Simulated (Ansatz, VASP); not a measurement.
**Two plane-wave programs on TiO2**

The input INCAR:

```
SYSTEM = TiO2
ALGO = Normal
EDIFF = 1E-7
EDIFFG = -0.04
ENCUT = 600
GGA = PE
IBRION = 2
ISIF = 3
ISMEAR = 0
ISPIN = 2
LASPH = .TRUE.
LCHARG = .FALSE.
LMAXMIX = 4
LORBIT = 11
LREAL = .FALSE.
LWAVE = .FALSE.
MAGMOM = 1 0 0
NELM = 150
NSW = 90
PREC = Accurate
SIGMA = 0.1
```

KPOINTS

```
k-points
0
G
  6 6 4
  0 0 0
```

File POSCAR:

```
TiO2
1.0
    3.0146707600      0.0000000000      0.0000000000
   -1.5073353800      2.6107814600      0.0000000000
    0.0000000000      0.0000000000      4.2197756600
Ti O
1 2
Direct
    0.0000000000      0.0000000000      0.7781499200
    0.3333333300      0.6666666700      0.9835939400
    0.6666666700      0.3333333300      0.5469803600
```

Input for Ansatz:

```yaml
crystal:
  lattice:
    - [3.01467076, 0.0, 0.0]
    - [-1.50733538, 2.61078146, 0.0]
    - [0.0, 0.0, 4.21977566]
  atoms:
    - { symbol: Ti, position: [0.0, 0.0, 0.77814992], spin: 1.0 }
    - { symbol: O, position: [0.33333333, 0.66666667, 0.98359394] }
    - { symbol: O, position: [0.66666667, 0.33333333, 0.54698036] }
basis:
  ecutwfc: 420
kpoints:
  mp_grid: { grid: [6, 6, 4] }
hamiltonian:
  xc: pbe
scf:
  occupations: { method: gaussian, width: 0.1 }
  lower_state_search: "off"
output:
  forces: true
  stress: true
  eigenvalues: true
  populations: true
magnetization:
  spin_polarized: true
relax:
  adjacent_minimum: "off"
  f_tol: 0.04
  max_steps: 70
  cell: { stress_tol: 0.4 }
```

Alike in both runs: task relaxation of cell and atoms; functional PBE; k mesh 6 × 6 × 4; occupations gaussian, width 0.1 eV; collinear spin.

|  | VASP | Ansatz |
| --- | --- | --- |
| version | VASP 6.6.1 | Ansatz 0.2.0 |
| potentials or method | VASP PAW PBE potentials, release 64 (Ti_sv, O), cutoff 600 eV | scalar-relativistic, plane waves, PAW |
| valence electrons in the cell | 24 | 24 |

|  | VASP | Ansatz | Ansatz less VASP |
| --- | --- | --- | --- |
| gap on the k mesh at the Fermi level, each at its own relaxed structure (eV) | 2.60 | 2.68 | +0.083 |
| net moment per atom (μB) | 0.00 | 0.00 | 0.000 |
| relaxed volume (Å³/atom) | 12.86 | 13.57 | +0.707 |
| relaxed cell length with the largest relative difference (Å) | 4.958 | 5.257 | +0.2985 |

One of these differences is far larger than is usual between the two programs; its cause wasn't traced. Ansatz's warnings: seeded moment not kept.

Noted on VASP's run: the volume moved by over 15 % at a fixed basis, so the end points are rough.
